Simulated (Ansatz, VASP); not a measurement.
**N: VASP beside Ansatz**

Contents of INCAR:

```
ALGO = Normal
EDIFF = 1E-6
ENCUT = 520
GGA = PE
ISIF = 2
ISMEAR = -5
LASPH = T
LCHARG = F
LREAL = F
LWAVE = F
NBANDS = 12
NELM = 60
PREC = Accurate
SIGMA = 0.1
```

Contents of KPOINTS:

```
k-points
0
Gamma
  12 12 6
```

POSCAR

```
N
1.0
    3.6290016496      0.0000000000      0.0000000000
   -1.8145008248      3.1428076190      0.0000000000
    0.0000000000      0.0000000000      5.8900000000
N
2
Direct
    0.3333333333      0.6666666667      0.2500000000
    0.6666666667      0.3333333333      0.7500000000
```

Input for Ansatz:

```yaml
crystal:
  lattice:
    - [3.6290016496, 0.0, 0.0]
    - [-1.8145008248, 3.142807619, 0.0]
    - [0.0, 0.0, 5.89]
  atoms:
    - { symbol: "N", position: [0.3333333333, 0.6666666667, 0.25] }
    - { symbol: "N", position: [0.6666666667, 0.3333333333, 0.75] }
kpoints:
  mp_grid: { grid: [12, 12, 6] }
  band_path:
    path:
      - [0.0, 0.0, 0.0]
      - [0.5, 0.0, 0.0]
      - [0.3333333333, 0.3333333333, 0.0]
      - [0.0, 0.0, 0.0]
      - [0.0, 0.0, 0.5]
      - [0.5, 0.0, 0.5]
      - [0.3333333333, 0.3333333333, 0.5]
      - [0.0, 0.0, 0.5]
      - [0.5, 0.0, 0.5]
    npoints: 8
scf:
  occupations: { method: tetrahedron }
hamiltonian:
  xc: pbe
  pseudopotentials: { kind: all_electron, lapw: { basis_error: 0.0005 } }
output:
  forces: true
  stress: true
  eigenvalues: true
  populations: true
```

Alike in both runs: task single point; functional PBE; k mesh 12 × 12 × 6; occupations tetrahedron; no spin polarisation.

```csv
,VASP,Ansatz
version,VASP 6.6.1,Ansatz 0.2.0
potentials or method,"VASP PAW PBE potentials, release 64 (N), cutoff 520 eV","all-electron LAPW, scalar-relativistic"
```

```csv
,VASP,Ansatz,Ansatz less VASP
gap on the k mesh at the Fermi level (eV),none,none,-
pressure (GPa),-7.3,-7.3,+0.06
"traceless stress, the component that is largest in VASP (GPa)",0.09,0.10,+0.009
```

A gap of «none» marks a metal or a gap that the smearing closes. Ansatz ran all-electron here, and VASP with PAW potentials. Ansatz's warnings: band table not solved further, tetrahedron derivatives may miss energy slope.
